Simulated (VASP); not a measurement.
# Ti3C in VASP: notebook

Runs on Ti3C. Level: PBE. Tasks: relaxation of the atoms.

Everything below comes from runs of VASP 6.6.1. Logs are shortened: lines on timing, memory, paths and dates and some standing lists are left out, and cuts for length are marked.

## 1. The cell of the first run

The cell holds a slab with vacuum, 4 atoms: a = 2.819 Å, b = 2.819 Å, c = 19.826 Å, α = 90.00°, β = 90.00°, γ = 109.47°.

## 2. Relaxation of the atoms, PBE

File INCAR:

```
PREC = Accurate
ENCUT = 520
EDIFF = 1E-6
ISMEAR = 0
SIGMA = 0.1
LREAL = F
LASPH = T
NELM = 100
ALGO = Normal
ISIF = 2
LWAVE = F
LCHARG = F
LDIPOL = T
IDIPOL = 3
DIPOL = 0.5 0.5 0.361
GGA = PE
IBRION = 2
NSW = 36
EDIFFG = -0.025
```

File KPOINTS:

```
Automatic mesh
0
Gamma
  10 10 1
```

File POSCAR:

```
Ti3C
1.0
    2.8192036111      0.0000000000      0.0000000000
   -0.9397345370      2.6579706546      0.0000000000
    0.0000000000      0.0000000000     19.8263803360
Ti C
3 1
Selective dynamics
Direct
    0.5000000000      0.5000000000      0.2017514005  F F F
    0.0000000000      0.0000000000      0.3111715305  F F F
    0.5000000000      0.5000000000      0.4199647235  F F F
    0.6666666667      0.6666666667      0.5118468004  F F T
```

Potentials or basis: VASP PAW PBE potentials, release 64 (Ti_sv, C).

The run is started by

```sh
$ cat potpaw_PBE.64/Ti_sv/POTCAR potpaw_PBE.64/C/POTCAR > POTCAR
$ mpirun -np 1 vasp_std > vasp.out
```

OUTCAR:

```text
PREC = Accurate
   ENCUT = 520
   EDIFF = 1E-6
   ISMEAR = 0
   LREAL = F
   LASPH = T
   NELM = 100
   ISIF = 2
   GGA = PE
   IBRION = 2
   NSW = 36
   EDIFFG = -0.025

 ion  position               nearest neighbor table
   1  0.500  0.500  0.202-   2 2.71   2 2.71
   2  0.000  0.000  0.311-   3 2.70   3 2.70   1 2.71   1 2.71
   3  0.500  0.500  0.420-   4 1.90   2 2.70   2 2.70
   4  0.667  0.667  0.512-   3 1.90

  LATTYP: Found a base centered orthorhombic cell.
 ALAT       =     3.2553359276
 B/A-ratio  =     1.4142135624
 C/A-ratio  =     6.0904253132

  Lattice vectors:

 A1 = (   2.8192036111,   0.0000000000,   0.0000000000)
 A2 = (  -0.9397345370,   2.6579706546,   0.0000000000)
 A3 = (   0.0000000000,   0.0000000000,  19.8263803360)

Analysis of symmetry for initial positions (statically):
=====================================================================
 Subroutine PRICEL returns:
 Original cell was already a primitive cell.

 Routine SETGRP: Setting up the symmetry group for a
 base centered orthorhombic supercell.

 Subroutine GETGRP returns: Found  2 space group operations
 (whereof  2 operations were pure point group operations)
 out of a pool of  8 trial point group operations.

The static configuration has the point symmetry C_1h.

Analysis of symmetry for dynamics (positions and initial velocities):
=====================================================================
 Subroutine PRICEL returns:
 Original cell was already a primitive cell.

 Routine SETGRP: Setting up the symmetry group for a
 base centered orthorhombic supercell.

 Subroutine GETGRP returns: Found  2 space group operations
 (whereof  2 operations were pure point group operations)
 out of a pool of  8 trial point group operations.

The dynamic configuration has the point symmetry C_1h.

Analysis of constrained symmetry for selective dynamics:
=====================================================================
 Subroutine PRICEL returns:
 Original cell was already a primitive cell.

 Routine SETGRP: Setting up the symmetry group for a
 base centered orthorhombic supercell.

 Subroutine GETGRP returns: Found  2 space group operations
 (whereof  2 operations were pure point group operations)
 out of a pool of  8 trial point group operations.

The constrained configuration has the point symmetry C_1h.

 Subroutine INISYM returns: Found  2 space group operations
 (whereof  2 operations are pure point group operations),
 and found     1 'primitive' translations

----------------------------------------------------------------------------------------

                                     Primitive cell

  volume of cell :     148.5662

  direct lattice vectors                    reciprocal lattice vectors
     2.819203611  0.000000000  0.000000000     0.354710102  0.125408959  0.000000000
    -0.939734537  2.657970655  0.000000000     0.000000000  0.376226878  0.000000000
     0.000000000  0.000000000 19.826380336     0.000000000  0.000000000  0.050437850

  length of vectors
     2.819203611  2.819203611 19.826380336     0.376226878  0.376226878  0.050437850

  position of ions in fractional coordinates (direct lattice)
     0.500000000  0.500000000  0.201751401
     0.000000000  0.000000000  0.311171530
     0.500000000  0.500000000  0.419964724
     0.666666667  0.666666667  0.511846800

  ion indices of the primitive-cell ions
   primitive index   ion index
                 1           1
                 2           2
                 3           3
                 4           4

----------------------------------------------------------------------------------------

 KPOINTS: Automatic mesh

Automatic generation of k-mesh.
 Grid dimensions read from file:
 generate k-points for:   10   10    1

 Generating k-lattice:

  Cartesian coordinates                     Fractional coordinates (reciprocal lattice)
     0.035471010  0.012540896  0.000000000     0.100000000  0.000000000  0.000000000
     0.000000000  0.037622688  0.000000000     0.000000000  0.100000000  0.000000000
     0.000000000  0.000000000  0.050437850     0.000000000  0.000000000  1.000000000

  Length of vectors
     0.037622688  0.037622688  0.050437850

  Shift w.r.t. Gamma in fractional coordinates (k-lattice)
     0.000000000  0.000000000  0.000000000

 Subroutine IBZKPT returns following result:
 ===========================================

 Found     31 irreducible k-points:

 Following reciprocal coordinates:
            Coordinates               Weight
  0.000000  0.000000  0.000000      1.000000
  0.100000 -0.000000  0.000000      4.000000
  0.200000 -0.000000  0.000000      4.000000
  0.300000  0.000000  0.000000      4.000000
  0.400000 -0.000000  0.000000      4.000000
  0.500000 -0.000000  0.000000      2.000000
[... 16 lines left out ...]
  0.300000  0.300000  0.000000      2.000000
  0.400000  0.300000  0.000000      4.000000
 [... further k-points ...]
   k-points           NKPTS =     31   k-points in BZ     NKDIM =     31   number of bands    NBANDS=     24
   number of dos      NEDOS =    301   number of ions     NIONS =      4
   total plane-waves  NPLWV =  86400
   dimension x,y,z NGX =    24 NGY =   24 NGZ =  150
   dimension x,y,z NGXF=    48 NGYF=   48 NGZF=  300
   ions per type =               3   1
   NGX,Y,Z   is equivalent  to a cutoff of  14.15, 14.15, 12.58 a.u.
   NGXF,Y,Z  is equivalent  to a cutoff of  28.31, 28.31, 25.16 a.u.
 SYSTEM =  unknown system
   PREC   = accura    normal or accurate (medium, high low for compatibility)
   ISTART =      0    job   : 0-new  1-cont  2-samecut
   ICHARG =      2    charge: 1-file 2-atom 10-const
   ISPIN  =      1    spin polarized calculation?
   LNONCOLLINEAR =      F non collinear calculations
   LSORBIT =      F    spin-orbit coupling
   LASPH  =      T    aspherical Exc in radial PAW
   ENCUT  =  520.0 eV  38.22 Ry    6.18 a.u.   5.24  5.24 36.86*2*pi/ulx,y,z
   NELM   =    100;   NELMIN=  2; NELMDL= -5     # of ELM steps
   EDIFF  = 0.1E-05   stopping-criterion for ELM
   LREAL  =      F    real-space projection
   EDIFFG = -.3E-01   stopping-criterion for IOM
   NSW    =     36    number of steps for IOM
   IBRION =      2    ionic relax: 0-MD 1-quasi-New 2-CG
   NFREE  =      1    steps in history (QN), initial steepest desc. (CG)
   ISIF   =      2    stress and relaxation
   ISYM   =      2    0-nonsym 1-usesym 2-fastsym
   POTIM  = 0.5000    time-step for ionic-motion
   TEBEG  =    0.0;   TEEND  =   0.0 temperature during run
   PSTRESS=    0.0 pullay stress
   NELECT =      40.0000    total number of electrons
   NUPDOWN=      -1.0000    fix difference up-down
   EMIN   =  10.00;   EMAX   =-10.00  energy-range for DOS
   EFERMI =   0.00;   METHOD = LEGACY
   ISMEAR =     0;   SIGMA  =   0.10  broadening in eV -4-tet -1-fermi 0-gaus
   EFERMI_NEDOS =   21; number of points for ismear=-14 and -15
   IALGO  =     38    algorithm
   IMIX   =      4    mixing-type and parameters
     AMIX     =   0.40;   BMIX     =  1.00
     AMIX_MAG =   1.60;   BMIX_MAG =  1.00
  volume/ion in A,a.u.               =      37.14       250.64
  Fermi-wavevector in a.u.,A,eV,Ry     =   1.057113  1.997654 15.204350  1.117488
  Thomas-Fermi vector in A             =   2.192374
   LORBIT       =      0    0 simple, 1 ext, 2 COOP (PROOUT), +10 PAW based schemes
   GGA     = PE    functional components
   LHFCALC =     F    Hartree Fock is set to
   AEXX    =    0.0000 exact exchange contribution
   IVDW    =     0    specifies the selected vdW correction
   LEPSILON=     F    determine dielectric tensor
   LRPA    =     F    only Hartree local field effects (RPA)
 conjugate gradient relaxation of ions
 non-spin polarized calculation
 Gauss-broadening in eV      SIGMA  =   0.10
  energy-cutoff  :      520.00
  volume of cell :      148.57
 maximum number of plane-waves:      4027
 NGX is ok and might be reduce to    24
   NGX = 11   NGY = 11   NGZ = 73

 dipolmoment           0.000000      0.000000     -0.039842 electrons x Angstroem

--------------------------------------- Ionic step        1  -------------------------------------------

 number of electron      39.9999993 magnetization

 Free energy of the ion-electron system (eV)
  ---------------------------------------------------
  ext. energy  EPLUGINS =         0.00000000
  ---------------------------------------------------
  free energy    TOTEN  =       -26.79793283 eV

  energy without entropy =      -26.75298899  energy(sigma->0) =      -26.77546091

------------------------ aborting loop because EDIFF is reached ----------------------------------------

  FORCE on cell =-STRESS in cart. coord.  units (eV):
  Direction    XX          YY          ZZ          XY          YZ          ZX
  --------------------------------------------------------------------------------------
  -------------------------------------------------------------------------------------
  Total       -0.7739743     -0.8581206      0.7815990     -0.1190009      1.1266896      0.7966892
  in kB       -8.3467431     -9.2541998      8.4289708     -1.2833376     12.1505189      8.5917069
  external PRESSURE =      -3.0573240 kB  Pullay stress =       0.0000000 kB
[... 61 lines left out ...]
  energy  without entropy=      -26.7530682797  energy(sigma->0) =      -26.77555328

--------------------------------------- Ionic step        3  -------------------------------------------

 number of electron      39.9999993 magnetization

 dipolmoment           0.000000      0.000000      0.110052 electrons x Angstroem

 Free energy of the ion-electron system (eV)
  ---------------------------------------------------
  ext. energy  EPLUGINS =         0.00000000
  ---------------------------------------------------
  free energy    TOTEN  =       -26.79806568 eV

  energy without entropy =      -26.75306955  energy(sigma->0) =      -26.77556761

 E-fermi :  -0.2756     XC(G=0):  -5.5880

 val. band max:       -0.2765812575   @ k =   0.2000   0.2000   0.0000
 cond. band min:      -0.2641268958   @ k =  -0.4000   0.2000   0.0000
 fundamental gap:      0.0124543617
 Fermi energy:        -0.2755642150

 k-point     1 :       0.0000    0.0000    0.0000
  band No.  band energies     occupation
      1     -56.9277      2.00000
      2     -56.6016      2.00000
      3     -56.3712      2.00000
      4     -33.3449      2.00000
      5     -32.9609      2.00000
      6     -32.9250      2.00000
[... 637 lines left out ...]
     23       0.4906      0.00000
     24       0.9574      0.00000

 [... further k-points ...]

------------------------ aborting loop because EDIFF is reached ----------------------------------------

 vacuum level on the upper side and lower side of the slab       (xc-potential included)         1.145        -1.528

  FORCE on cell =-STRESS in cart. coord.  units (eV):
  Direction    XX          YY          ZZ          XY          YZ          ZX
  --------------------------------------------------------------------------------------
  -------------------------------------------------------------------------------------
  Total       -0.7961945     -0.8813319      0.6805860     -0.1204025      1.0927883      0.7727174
  in kB       -8.5863716     -9.5045161      7.3396194     -1.2984523     11.7849177      8.3331890
  external PRESSURE =      -3.5837561 kB  Pullay stress =       0.0000000 kB

 VOLUME and BASIS-vectors are now :
 -----------------------------------------------------------------------------
  energy-cutoff  :      520.00
  volume of cell :      148.57
      direct lattice vectors                 reciprocal lattice vectors
     2.819203611  0.000000000  0.000000000     0.354710102  0.125408959  0.000000000
    -0.939734537  2.657970655  0.000000000     0.000000000  0.376226878  0.000000000
     0.000000000  0.000000000 19.826380336     0.000000000  0.000000000  0.050437850
[... 10 lines left out ...]
  FREE ENERGIE OF THE ION-ELECTRON SYSTEM (eV)
  ---------------------------------------------------
  free  energy   TOTEN  =       -26.7980656770 eV

  energy  without entropy=      -26.7530695489  energy(sigma->0) =      -26.77556761

 reached required accuracy - stopping structural energy minimisation

 vacuum level on the upper side and lower side of the slab         6.581         3.828
```

Run time: 5.4 min. Hardware: 1 thread of Intel Xeon Platinum 8259CL at 2.50GHz (Skylake/Cascade Lake), shared host; peak memory 0.34 GiB.

What came out:

| Property | Result |
| --- | --- |
| Free energy | -26.7981 eV |
| Energy gained by relaxing | 0.0 meV/atom |
| Ionic steps | 3 |
| Band gap on the k mesh | zero (bands 20 and 21 overlap by 0.67 eV) |

The path:
| step | energy change (eV) | largest force on free atoms (eV/Å) | pressure (GPa) |
| --- | --- | --- | --- |
| 1 | 0.0000 | 0.0549 | -0.31 |
| 2 | -0.0001 | 0.0260 | -0.33 |
| 3 | -0.0001 | 0.0005 | -0.36 |

Final structure:
```xyz
4
Lattice="2.8192 0.0000 0.0000 -0.9397 2.6580 0.0000 0.0000 0.0000 19.8264" Properties=species:S:1:pos:R:3 pbc="T T T"
Ti    0.9397    1.3290    4.0000
Ti    0.0000    0.0000    6.1694
Ti    0.9397    1.3290    8.3264
C     1.2530    1.7720   10.1531
```

## 3. Relaxation of the atoms, PBE

File INCAR:

```
  ALGO = Normal
  DIPOL = 0.5 0.5 0.358
  EDIFF = 1E-6
  EDIFFG = -0.025
  ENCUT = 520
  GGA = PE
  IBRION = 2
  IDIPOL = 3
  ISIF = 2
  ISMEAR = 0
  LASPH = T
  LCHARG = F
  LDIPOL = T
  LREAL = F
  LWAVE = F
  NELM = 100
  NSW = 36
  PREC = Accurate
  SIGMA = 0.1
```

File KPOINTS:

```
k-points
0
Gamma
  10 10 1
```

POSCAR: that of step 2 with these lines changed.

```diff
@@ -12,2 +12,2 @@
     0.5000000000      0.5000000000      0.4199647235  F F F
-    0.6666666667      0.6666666667      0.5118468004  F F T
+    0.8333333333      0.8333333333      0.5006652837  F F T
```

Potentials or basis: VASP PAW PBE potentials, release 64 (Ti_sv, C).

The run is started by

```sh
$ cat potpaw_PBE.64/Ti_sv/POTCAR potpaw_PBE.64/C/POTCAR > POTCAR
$ mpirun -np 1 vasp_std > vasp.out
```

OUTCAR:

```text
EDIFF = 1E-6
   EDIFFG = -0.025
   ENCUT = 520
   GGA = PE
   IBRION = 2
   ISIF = 2
   ISMEAR = 0
   LASPH = T
   LREAL = F
   NELM = 100
   NSW = 36
   PREC = Accurate

 ion  position               nearest neighbor table
   1  0.500  0.500  0.202-   2 2.71   2 2.71
   2  0.000  0.000  0.311-   3 2.70   3 2.70   1 2.71   1 2.71
   3  0.500  0.500  0.420-   4 1.93   2 2.70   2 2.70
   4  0.833  0.833  0.501-   3 1.93

  LATTYP: Found a base centered orthorhombic cell.
 ALAT       =     3.2553359276
 B/A-ratio  =     1.4142135624
 C/A-ratio  =     6.0904253132

  Lattice vectors:

 A1 = (   2.8192036111,   0.0000000000,   0.0000000000)
 A2 = (  -0.9397345370,   2.6579706546,   0.0000000000)
 A3 = (   0.0000000000,   0.0000000000,  19.8263803360)
[... 320 lines left out ...]

  energy without entropy =      -27.79230493  energy(sigma->0) =      -27.81294419

 E-fermi :  -0.3375     XC(G=0):  -5.4477

 val. band max:       -0.3537484444   @ k =  -0.2000   0.1000   0.0000
 cond. band min:      -0.3298901990   @ k =  -0.2000   0.2000   0.0000
 fundamental gap:      0.0238582454
 Fermi energy:        -0.3374770880

 k-point     1 :       0.0000    0.0000    0.0000
  band No.  band energies     occupation
      1     -56.9761      2.00000
      2     -56.6001      2.00000
      3     -56.1335      2.00000
      4     -33.3886      2.00000
      5     -32.9959      2.00000
      6     -32.9044      2.00000
[... 637 lines left out ...]
     23       0.4547      0.00000
     24       1.3589      0.00000

 [... further k-points ...]

------------------------ aborting loop because EDIFF is reached ----------------------------------------

 vacuum level on the upper side and lower side of the slab       (xc-potential included)         1.004        -1.476

  FORCE on cell =-STRESS in cart. coord.  units (eV):
  Direction    XX          YY          ZZ          XY          YZ          ZX
  --------------------------------------------------------------------------------------
  -------------------------------------------------------------------------------------
  Total        0.3493424      1.0157858      1.2762159      0.9424933      2.7120388      1.9177001
  in kB        3.7674005     10.9545023     13.7630494     10.1640968     29.2473431     20.6809844
  external PRESSURE =       9.4949841 kB  Pullay stress =       0.0000000 kB
[... 19 lines left out ...]
  FREE ENERGIE OF THE ION-ELECTRON SYSTEM (eV)
  ---------------------------------------------------
  free  energy   TOTEN  =       -27.8335834390 eV

  energy  without entropy=      -27.7923049326  energy(sigma->0) =      -27.81294419

 reached required accuracy - stopping structural energy minimisation

 vacuum level on the upper side and lower side of the slab         6.313         3.762
```

OSZICAR:

```text
N       E                     dE             d eps       ncg     rms          rms(c)
DAV:   1     0.455909699944E+03    0.45591E+03   -0.22212E+04  1680   0.168E+03
DAV:   2     0.294109779354E+02   -0.42650E+03   -0.42382E+03  1616   0.501E+02
[... 71 lines left out ...]
DAV:   2    -0.278484727483E+02   -0.14848E-01   -0.12939E-01  2504   0.134E+00    0.969E-01
DAV:   3    -0.278336619926E+02    0.14811E-01   -0.11954E-01  2384   0.143E+00    0.115E-01
DAV:   4    -0.278335901384E+02    0.71854E-04   -0.22124E-03  2208   0.297E-01    0.520E-02
DAV:   5    -0.278335914113E+02   -0.12730E-05   -0.18962E-04  2224   0.757E-02    0.281E-02
DAV:   6    -0.278335917028E+02   -0.29141E-06   -0.16312E-04  2112   0.945E-02    0.232E-02
DAV:   7    -0.278335832287E+02    0.84741E-05   -0.79076E-05  1888   0.645E-02    0.538E-03
DAV:   8    -0.278335834390E+02   -0.21036E-06   -0.37494E-06  1472   0.185E-02
   4 F= -.27833583E+02 E0= -.27812944E+02  d E =-.182492E+00
```

CONTCAR:

```text
Ti3C
   1.00000000000000
     2.8192036110999998    0.0000000000000000    0.0000000000000000
    -0.9397345370000000    2.6579706546000001    0.0000000000000000
     0.0000000000000000    0.0000000000000000   19.8263803359999997
  Ti              C
     3     1
Selective dynamics
Direct
     0.5000000000000000    0.5000000000000000    0.2017514005000010   F   F   F
     0.0000000000000000    0.0000000000000000    0.3111715304999976   F   F   F
     0.5000000000000000    0.5000000000000000    0.4199647235000015   F   F   F
     0.8333333332999970    0.8333333332999970    0.4909487547995944   F   F   T

  0.00000000E+00  0.00000000E+00  0.00000000E+00
  0.00000000E+00  0.00000000E+00  0.00000000E+00
  0.00000000E+00  0.00000000E+00  0.00000000E+00
  0.00000000E+00  0.00000000E+00  0.00000000E+00
```

It took 6.2 min on 1 thread of Intel Xeon Platinum 8488C (Sapphire Rapids), shared host; peak memory 0.33 GiB.

What came out:

| Item | Value |
| --- | --- |
| Free energy | -27.8336 eV |
| Energy gained by relaxing | 45.6 meV/atom |
| Ionic steps | 4 |
| Band gap on the k mesh | zero (bands 20 and 21 overlap by 0.53 eV) |

Step by step:
```csv
step,energy change (eV),largest force on free atoms (eV/Å),pressure (GPa)
1,0.0000,1.6542,-1.04
2,-0.1129,1.1390,-0.32
3,-0.1824,0.0354,1.00
4,-0.1825,0.0112,0.95
```

Final structure:
```xyz
4
Lattice="2.8192 0.0000 0.0000 -0.9397 2.6580 0.0000 0.0000 0.0000 19.8264" Properties=species:S:1:pos:R:3 pbc="T T T"
Ti    0.9397    1.3290    4.0000
Ti    0.0000    0.0000    6.1694
Ti    0.9397    1.3290    8.3264
C     1.5662    2.2150    9.7337
```
